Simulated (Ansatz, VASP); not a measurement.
One calculation of RbLaSn3, two programs

The input INCAR:

```
PREC     = Accurate       # precision mode
ENCUT    = 600            # plane-wave cutoff, eV
EDIFF    = 1E-6           # SCF threshold, eV
ISMEAR   = 0              # smearing method
SIGMA    = 0.2            # smearing width, eV
LREAL    = False          # projectors in reciprocal space
LASPH    = True           # aspherical terms in the spheres
NELM     = 80             # most SCF steps
ALGO     = Normal         # electronic algorithm
ISIF     = 3              # what is computed and relaxed
LWAVE    = False          # write WAVECAR
LCHARG   = False          # write CHGCAR
GGA      = PE             # functional
IBRION   = 2              # ionic algorithm
NSW      = 36             # ionic steps
EDIFFG   = -0.08          # ionic threshold
```

Contents of KPOINTS:

```
Automatic mesh
0
Gamma
  3 3 3
```

File POSCAR:

```
RbLaSn3
1.0
    3.7156460800      2.1452292600      3.0274083800
   -3.7156460800      2.1452292600      3.0274083800
    0.0000000000     -4.2904585300      3.0274083800
Rb La Sn
1 1 3
Direct
    0.0539320000      0.0539320000      0.0539320000
    0.5472109900      0.5472109900      0.5472109900
    0.5431789800      0.5431789800      0.0465040000
    0.5431789800      0.0465040000      0.5431789800
    0.0465040000      0.5431789800      0.5431789800
```

Input for Ansatz:

```yaml
crystal:
  lattice:
    - [3.71564608, 2.14522926, 3.02740838]
    - [-3.71564608, 2.14522926, 3.02740838]
    - [0.0, -4.29045853, 3.02740838]
  atoms:
    - { symbol: Rb, position: [0.053932, 0.053932, 0.053932] }
    - { symbol: La, position: [0.54721099, 0.54721099, 0.54721099] }
    - { symbol: Sn, position: [0.54317898, 0.54317898, 0.046504] }
    - { symbol: Sn, position: [0.54317898, 0.046504, 0.54317898] }
    - { symbol: Sn, position: [0.046504, 0.54317898, 0.54317898] }
basis:
  ecutwfc: 420
kpoints:
  mp_grid: { grid: [3, 3, 3] }
hamiltonian:
  xc: pbe
scf:
  occupations: { method: gaussian, width: 0.2 }
  lower_state_search: "off"
output:
  forces: true
  stress: true
  eigenvalues: true
relax:
  adjacent_minimum: "off"
  f_tol: 0.08
  max_steps: 16
  cell: { stress_tol: 0.8 }
```

Change from the starting cell: species swapped into the CsTlF3 type (R3m, No. 160).

Alike in both runs: task relaxation of cell and atoms; functional PBE; k mesh 3 × 3 × 3; occupations gaussian, width 0.2 eV; no spin polarisation.

|  | VASP | Ansatz |
| --- | --- | --- |
| version | VASP 6.6.1 | Ansatz 0.2.0 |
| potentials or method | VASP PAW PBE potentials, release 64 (Rb_sv, La, Sn_d), cutoff 600 eV | scalar-relativistic, plane waves, PAW |
| valence electrons in the cell | 62 | 62 |

|  | VASP | Ansatz | Ansatz less VASP |
| --- | --- | --- | --- |
| gap on the k mesh at the Fermi level, each at its own relaxed structure (eV) | none | none | - |
| relaxed volume (Å³/atom) | 47.27 | 41.94 | -5.332 |
| relaxed length of the cell vector where the two differ most in proportion (Å) | 6.183 | 5.947 | -0.2362 |

A gap of «none» marks a metal or a gap that the smearing closes. One of these differences is far larger than is usual between the two programs; its cause wasn't traced.

The k mesh is coarse, so the values compare programs but aren't converged. Spin-orbit coupling is off throughout. Noted on VASP's run: the volume moved by over 15 % at a fixed basis, so the end points are rough.
